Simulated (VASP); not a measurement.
# Pb (P6_3/mmc) in VASP: further runs, part 2 of 3

VASP 6.6.1. Earlier steps stand in the parts before.

## (4) Relaxation of cell and atoms, LDA

This run uses another cell than the first one, of 29.31 Å³/atom, 0.839 times its volume.

Input file INCAR:

```
ALGO = Normal
EDIFF = 1E-6
EDIFFG = -0.01
ENCUT = 600
IBRION = 2
ISIF = 3
ISMEAR = -1
LASPH = T
LCHARG = F
LREAL = F
LWAVE = F
NELM = 80
NSW = 60
PREC = Accurate
SIGMA = 0.05
```

Input file KPOINTS:

```
k-points
0
Gamma
  9 9 5
```

Input file POSCAR:

```
Pb
1.0
    3.4800000000      0.0000000000      0.0000000000
   -1.7400000000      3.0137684052      0.0000000000
    0.0000000000      0.0000000000      5.5900000000
Pb
2
Direct
    0.6666666667      0.3333333333      0.7500000000
    0.3333333333      0.6666666667      0.2500000000
```

Potentials or basis: VASP PAW LDA potentials, release 64 (Pb_d).

Launch:

```console
cat potpaw_LDA.64/Pb_d/POTCAR > POTCAR
mpirun -np 1 vasp_std > vasp.out
```

OUTCAR:

```text
EDIFF = 1E-6
   EDIFFG = -0.01
   ENCUT = 600
   IBRION = 2
   ISIF = 3
   ISMEAR = -1
   LASPH = T
   LREAL = F
   NELM = 80
   NSW = 60
   PREC = Accurate

 ion  position               nearest neighbor table
   1  0.667  0.333  0.750-   2 3.44   2 3.44   2 3.44   2 3.44   2 3.44   2 3.44
   2  0.333  0.667  0.250-   1 3.44   1 3.44   1 3.44   1 3.44   1 3.44   1 3.44

  LATTYP: Found a hexagonal cell.
 ALAT       =     3.4800000000
 C/A-ratio  =     1.6063218391

  Lattice vectors:

 A1 = (   3.4800000000,   0.0000000000,   0.0000000000)
 A2 = (  -1.7400000000,   3.0137684052,   0.0000000000)
 A3 = (   0.0000000000,   0.0000000000,   5.5900000000)

Analysis of symmetry for initial positions (statically):
=====================================================================
 Subroutine PRICEL returns:
 Original cell was already a primitive cell.

[... 356 lines left out ...]
  ext. energy  EPLUGINS =         0.00000000
  ---------------------------------------------------
  free energy    TOTEN  =        -8.48974469 eV

  energy without entropy =       -8.47846363  energy(sigma->0) =       -8.48410416

 E-fermi :   7.4173     XC(G=0): -10.6796

 val. band max:        7.3916281305   @ k =   0.2222   0.1111   0.2000
 cond. band min:       7.4255929989   @ k =   0.3333   0.3333   0.2000
 fundamental gap:      0.0339648684
 Fermi energy:         7.4172661772

 k-point     1 :       0.0000    0.0000    0.0000
  band No.  band energies     occupation
      1      -9.5640      2.00000
      2      -9.5439      2.00000
      3      -9.5115      2.00000
      4      -9.5115      2.00000
      5      -9.4905      2.00000
      6      -9.4905      2.00000
[... 481 lines left out ...]
      5      -9.3881      2.00000
      6      -9.3867      2.00000
[... 10 lines left out ...]
     17       9.9821      0.00000
     18       9.9821      0.00000

 [... further k-points ...]
[... 5 lines left out ...]
  --------------------------------------------------------------------------------------
  -------------------------------------------------------------------------------------
  Total       -0.0176943     -0.0176943      0.0084514      0.0000000      0.0000000     -0.0000000
  in kB       -0.4896400     -0.4896400      0.2338692      0.0000000      0.0000000     -0.0000000
  external PRESSURE =      -0.2484703 kB  Pullay stress =       0.0000000 kB
[... 17 lines left out ...]
  FREE ENERGIE OF THE ION-ELECTRON SYSTEM (eV)
  ---------------------------------------------------
  free  energy   TOTEN  =        -8.4897446927 eV

  energy  without entropy=       -8.4784636296  energy(sigma->0) =       -8.48410416

 reached required accuracy - stopping structural energy minimisation
```

CONTCAR:

```text
Pb
   1.00000000000000
     3.3976074943611181   -0.0000000000000000    0.0000000000000000
    -1.6988037471805590    2.9424144022331231    0.0000000000000000
     0.0000000000000000    0.0000000000000000    5.7914841273837796
  Pb
     2
Direct
     0.6666666667000030    0.3333333332999970    0.7500000000000000
     0.3333333332999970    0.6666666667000030    0.2500000000000000

  0.00000000E+00  0.00000000E+00  0.00000000E+00
  0.00000000E+00  0.00000000E+00  0.00000000E+00
```

Wall time 1.9 min (1 thread of Intel Xeon Platinum 8259CL at 2.50GHz (Skylake/Cascade Lake), shared host); peak memory 0.19 GiB.

Results:

```
Free energy                            : -8.4897 eV
Relaxed volume                         : 28.95 Å³/atom
Relaxed cell                           : a = 3.398 Å, b = 3.398 Å, c = 5.791 Å, α = 90.00°, β = 90.00°, γ = 120.00°
Space group after relaxing (to 0.05 Å) : P6_3/mmc (No. 194)
Energy gained by relaxing              : 15.1 meV/atom
Ionic steps                            : 6
Pressure after relaxing                : 0.0 GPa
Band gap on the k mesh                 : zero (band 14 reaches 13.82 eV, above the bottom of band 15 at 5.51 eV)
```

Step by step:
```tsv
step	energy change (eV)	largest force (eV/Å)	pressure (GPa)	volume (Å³)
1	0.0000	0.0000	-0.45	58.63
2	-0.0242	0.0000	-0.04	57.91
3	-0.0290	0.0000	0.35	57.50
4	-0.0293	0.0000	0.49	57.37
5	-0.0300	0.0000	-0.25	58.15
6	-0.0302	0.0000	-0.02	57.90
```

Final structure:
```
CELL_PARAMETERS angstrom
3.39761 0.00000 0.00000
-1.69880 2.94241 0.00000
0.00000 0.00000 5.79148
ATOMIC_POSITIONS crystal
Pb 0.66667 0.33333 0.75000
Pb 0.33333 0.66667 0.25000
```

Caveat: spin-orbit coupling is left out, which moves the levels of the heavy elements.

## (5) Relaxation of cell and atoms, PBE

This run uses another cell than the first one, of 29.31 Å³/atom, 0.839 times its volume.

Input file INCAR:

```
SYSTEM = Pb
PREC = Accurate
ENCUT = 600
EDIFF = 1E-7
ISMEAR = -1
SIGMA = 0.05
LREAL = .FALSE.
LASPH = .TRUE.
NELM = 60
ALGO = Normal
ISIF = 3
LWAVE = .FALSE.
LCHARG = .FALSE.
GGA = PE
IBRION = 2
NSW = 60
EDIFFG = -0.01
```

Input file KPOINTS:

```
Automatic mesh
0
G
  9 9 5
  0 0 0
```

POSCAR is that of step 4.

Potentials or basis: VASP PAW PBE potentials, release 64 (Pb_d).

Launch:

```console
cat potpaw_PBE.64/Pb_d/POTCAR > POTCAR
mpirun -np 1 vasp_std > vasp.out
```

OUTCAR:

```text
SYSTEM = Pb
   PREC = Accurate
   ENCUT = 600
   EDIFF = 1E-7
   ISMEAR = -1
   LREAL = .FALSE.
   LASPH = .TRUE.
   NELM = 60
   ISIF = 3
   GGA = PE
   IBRION = 2
   NSW = 60
   EDIFFG = -0.01

 ion  position               nearest neighbor table
   1  0.667  0.333  0.750-   2 3.44   2 3.44   2 3.44   2 3.44   2 3.44   2 3.44
   2  0.333  0.667  0.250-   1 3.44   1 3.44   1 3.44   1 3.44   1 3.44   1 3.44

  LATTYP: Found a hexagonal cell.
 ALAT       =     3.4800000000
 C/A-ratio  =     1.6063218391

  Lattice vectors:

 A1 = (   3.4800000000,   0.0000000000,   0.0000000000)
 A2 = (  -1.7400000000,   3.0137684052,   0.0000000000)
 A3 = (   0.0000000000,   0.0000000000,   5.5900000000)

Analysis of symmetry for initial positions (statically):
=====================================================================
 Subroutine PRICEL returns:
 Original cell was already a primitive cell.

 Routine SETGRP: Setting up the symmetry group for a
 hexagonal supercell.

 Subroutine GETGRP returns: Found 24 space group operations
 (whereof 12 operations were pure point group operations)
 out of a pool of 24 trial point group operations.

The static configuration has the point symmetry D_3d.
 The point group associated with its full space group is D_6h.

Analysis of symmetry for dynamics (positions and initial velocities):
=====================================================================
 Subroutine PRICEL returns:
 Original cell was already a primitive cell.

 Routine SETGRP: Setting up the symmetry group for a
 hexagonal supercell.

 Subroutine GETGRP returns: Found 24 space group operations
 (whereof 12 operations were pure point group operations)
 out of a pool of 24 trial point group operations.

The dynamic configuration has the point symmetry D_3d.
 The point group associated with its full space group is D_6h.

 Subroutine INISYM returns: Found 24 space group operations
 (whereof 12 operations are pure point group operations),
 and found     1 'primitive' translations

----------------------------------------------------------------------------------------

                                     Primitive cell

  volume of cell :      58.6274

  direct lattice vectors                    reciprocal lattice vectors
     3.480000000  0.000000000  0.000000000     0.287356322  0.165905250  0.000000000
    -1.740000000  3.013768405  0.000000000     0.000000000  0.331810500  0.000000000
     0.000000000  0.000000000  5.590000000     0.000000000  0.000000000  0.178890877

  length of vectors
     3.480000000  3.480000000  5.590000000     0.331810500  0.331810500  0.178890877

  position of ions in fractional coordinates (direct lattice)
     0.666666667  0.333333333  0.750000000
     0.333333333  0.666666667  0.250000000

  ion indices of the primitive-cell ions
   primitive index   ion index
                 1           1
                 2           2

----------------------------------------------------------------------------------------

 KPOINTS: Automatic mesh

Automatic generation of k-mesh.
 Grid dimensions read from file:
 generate k-points for:    9    9    5

 Generating k-lattice:

  Cartesian coordinates                     Fractional coordinates (reciprocal lattice)
     0.031928480  0.018433917  0.000000000     0.111111111 -0.000000000  0.000000000
     0.000000000  0.036867833  0.000000000     0.000000000  0.111111111  0.000000000
     0.000000000  0.000000000  0.035778175     0.000000000  0.000000000  0.200000000

  Length of vectors
     0.036867833  0.036867833  0.035778175

  Shift w.r.t. Gamma in fractional coordinates (k-lattice)
     0.000000000  0.000000000  0.000000000

 Subroutine IBZKPT returns following result:
 ===========================================

 Found     36 irreducible k-points:

 Following reciprocal coordinates:
            Coordinates               Weight
  0.000000  0.000000  0.000000      1.000000
  0.111111  0.000000  0.000000      6.000000
  0.222222  0.000000  0.000000      6.000000
  0.333333  0.000000  0.000000      6.000000
  0.444444  0.000000  0.000000      6.000000
  0.111111  0.111111  0.000000      6.000000
[... 16 lines left out ...]
  0.333333  0.222222  0.200000     24.000000
  0.333333  0.333333  0.200000      4.000000
 [... further k-points ...]
   k-points           NKPTS =     36   k-points in BZ     NKDIM =     36   number of bands    NBANDS=     18
   number of dos      NEDOS =    301   number of ions     NIONS =      2
   total plane-waves  NPLWV =  37632
   dimension x,y,z NGX =    28 NGY =   28 NGZ =   48
   dimension x,y,z NGXF=    56 NGYF=   56 NGZF=   96
   ions per type =               2
   NGX,Y,Z   is equivalent  to a cutoff of  13.38, 13.38, 14.28 a.u.
   NGXF,Y,Z  is equivalent  to a cutoff of  26.75, 26.75, 28.55 a.u.
 SYSTEM =  Pb
   PREC   = accura    normal or accurate (medium, high low for compatibility)
   ISTART =      0    job   : 0-new  1-cont  2-samecut
   ICHARG =      2    charge: 1-file 2-atom 10-const
   ISPIN  =      1    spin polarized calculation?
   LNONCOLLINEAR =      F non collinear calculations
   LSORBIT =      F    spin-orbit coupling
   LASPH  =      T    aspherical Exc in radial PAW
   ENCUT  =  600.0 eV  44.10 Ry    6.64 a.u.   6.95  6.95 11.16*2*pi/ulx,y,z
   NELM   =     60;   NELMIN=  2; NELMDL= -5     # of ELM steps
   EDIFF  = 0.1E-06   stopping-criterion for ELM
   LREAL  =      F    real-space projection
   EDIFFG = -.1E-01   stopping-criterion for IOM
   NSW    =     60    number of steps for IOM
   IBRION =      2    ionic relax: 0-MD 1-quasi-New 2-CG
   NFREE  =      1    steps in history (QN), initial steepest desc. (CG)
   ISIF   =      3    stress and relaxation
   ISYM   =      2    0-nonsym 1-usesym 2-fastsym
   POTIM  = 0.5000    time-step for ionic-motion
   TEBEG  =    0.0;   TEEND  =   0.0 temperature during run
   PSTRESS=    0.0 pullay stress
   NELECT =      28.0000    total number of electrons
   NUPDOWN=      -1.0000    fix difference up-down
   EMIN   =  10.00;   EMAX   =-10.00  energy-range for DOS
   EFERMI =   0.00;   METHOD = LEGACY
   ISMEAR =    -1;   SIGMA  =   0.05  broadening in eV -4-tet -1-fermi 0-gaus
   EFERMI_NEDOS =   21; number of points for ismear=-14 and -15
   IALGO  =     38    algorithm
   IMIX   =      4    mixing-type and parameters
     AMIX     =   0.40;   BMIX     =  1.00
     AMIX_MAG =   1.60;   BMIX_MAG =  1.00
  volume/ion in A,a.u.               =      29.31       197.82
  Fermi-wavevector in a.u.,A,eV,Ry     =   1.279658  2.418203 22.279870  1.637524
  Thomas-Fermi vector in A             =   2.412131
   LORBIT       =      0    0 simple, 1 ext, 2 COOP (PROOUT), +10 PAW based schemes
   GGA     = PE    functional components
   LHFCALC =     F    Hartree Fock is set to
   AEXX    =    0.0000 exact exchange contribution
   IVDW    =     0    specifies the selected vdW correction
   LEPSILON=     F    determine dielectric tensor
   LRPA    =     F    only Hartree local field effects (RPA)
 conjugate gradient relaxation of ions
 non-spin polarized calculation
  energy-cutoff  :      600.00
  volume of cell :       58.63
 maximum number of plane-waves:      1971
 NGX is ok and might be reduce to    28
   NGX = 13   NGY = 13   NGZ = 23

--------------------------------------- Ionic step        1  -------------------------------------------

 number of electron      27.9999996 magnetization

 Free energy of the ion-electron system (eV)
  ---------------------------------------------------
  ext. energy  EPLUGINS =         0.00000000
  ---------------------------------------------------
  free energy    TOTEN  =        -7.01438090 eV

  energy without entropy =       -7.00382726  energy(sigma->0) =       -7.00910408

------------------------ aborting loop because EDIFF is reached ----------------------------------------

  FORCE on cell =-STRESS in cart. coord.  units (eV):
  Direction    XX          YY          ZZ          XY          YZ          ZX
  --------------------------------------------------------------------------------------
  -------------------------------------------------------------------------------------
  Total        1.0407236      1.0407236      2.4541447      0.0000000     -0.0000000      0.0000000
  in kB       28.4410119     28.4410119     67.0671445      0.0000000     -0.0000000      0.0000000
  external PRESSURE =      41.3163894 kB  Pullay stress =       0.0000000 kB
[... 203 lines left out ...]
--------------------------------------- Ionic step        7  -------------------------------------------

 number of electron      28.0000001 magnetization

 E-fermi :   6.7845     XC(G=0): -10.0085

 val. band max:        6.7717904391   @ k =   0.2222   0.1111   0.2000
 cond. band min:       6.8021509742   @ k =   0.2222   0.2222   0.2000
 fundamental gap:      0.0303605351
 Fermi energy:         6.7845123132

 k-point     1 :       0.0000    0.0000    0.0000
  band No.  band energies     occupation
      1     -10.2233      2.00000
      2     -10.2215      2.00000
      3     -10.1890      2.00000
      4     -10.1890      2.00000
      5     -10.1746      2.00000
      6     -10.1746      2.00000
[... 530 lines left out ...]
--------------------------------------- Ionic step        8  -------------------------------------------

 number of electron      27.9999994 magnetization

 Free energy of the ion-electron system (eV)
  ---------------------------------------------------
  ext. energy  EPLUGINS =         0.00000000
  ---------------------------------------------------
  free energy    TOTEN  =        -7.09615884 eV

  energy without entropy =       -7.08227222  energy(sigma->0) =       -7.08921553

 E-fermi :   6.7110     XC(G=0):  -9.9725

 val. band max:        6.7101523455   @ k =   0.3333   0.2222   0.0000
 cond. band min:       6.7606492490   @ k =   0.3333   0.3333   0.2000
 fundamental gap:      0.0504969035
 Fermi energy:         6.7109904135

 k-point     1 :       0.0000    0.0000    0.0000
  band No.  band energies     occupation
      1     -10.2919      2.00000
      2     -10.2882      2.00000
      3     -10.2634      2.00000
      4     -10.2634      2.00000
      5     -10.2482      2.00000
      6     -10.2482      2.00000
[... 524 lines left out ...]
  FREE ENERGIE OF THE ION-ELECTRON SYSTEM (eV)
  ---------------------------------------------------
  free  energy   TOTEN  =        -7.0961588430 eV

  energy  without entropy=       -7.0822722172  energy(sigma->0) =       -7.08921553

 reached required accuracy - stopping structural energy minimisation
```

CONTCAR:

```text
Pb
   1.00000000000000
     3.5069749468239308   -0.0000000000000000    0.0000000000000000
    -1.7534874734119654    3.0371293944159050   -0.0000000000000000
    -0.0000000000000000   -0.0000000000000000    5.9567533028872406
  Pb
     2
Direct
     0.6666666667000030    0.3333333332999970    0.7500000000000000
     0.3333333332999970    0.6666666667000030    0.2500000000000000

  0.00000000E+00  0.00000000E+00  0.00000000E+00
  0.00000000E+00  0.00000000E+00  0.00000000E+00
```

It took 3.8 min on 1 thread of Intel Xeon Platinum 8259CL at 2.50GHz (Skylake/Cascade Lake), shared host; peak memory 0.21 GiB.

What came out:

| Property | Result |
| --- | --- |
| Free energy | -7.0962 eV |
| Relaxed volume | 31.72 Å³/atom |
| Relaxed cell | a = 3.507 Å, b = 3.507 Å, c = 5.957 Å, α = 90.00°, β = 90.00°, γ = 120.00° |
| Space group after relaxing (to 0.05 Å) | P6_3/mmc (No. 194) |
| Energy gained by relaxing | 40.9 meV/atom |
| Ionic steps | 8 |
| Pressure after relaxing | 0.0 GPa |
| Band gap on the k mesh | zero (band 14 reaches 12.53 eV, above the bottom of band 15 at 4.99 eV) |

The path:
```tsv
step	energy change (eV)	largest force (eV/Å)	pressure (GPa)	volume (Å³)
1	0.0000	0.0000	4.13	58.63
2	-0.0737	0.0000	-0.89	65.25
3	-0.0764	0.0000	-0.21	64.06
4	-0.0764	0.0000	-0.28	64.17
5	-0.0797	0.0000	-0.19	63.88
6	-0.0816	0.0000	-0.05	63.57
7	-0.0791	0.0000	0.36	62.95
8	-0.0818	0.0000	0.02	63.45
```

Final structure:
```
Pb
1.0
     3.50697    0.00000    0.00000
    -1.75349    3.03713    0.00000
     0.00000    0.00000    5.95675
Pb
2
Direct
  0.66667 0.33333 0.75000
  0.33333 0.66667 0.25000
```

Caveat: spin-orbit coupling is left out, which moves the levels of the heavy elements.

(Part 2 of 3 ends here.)
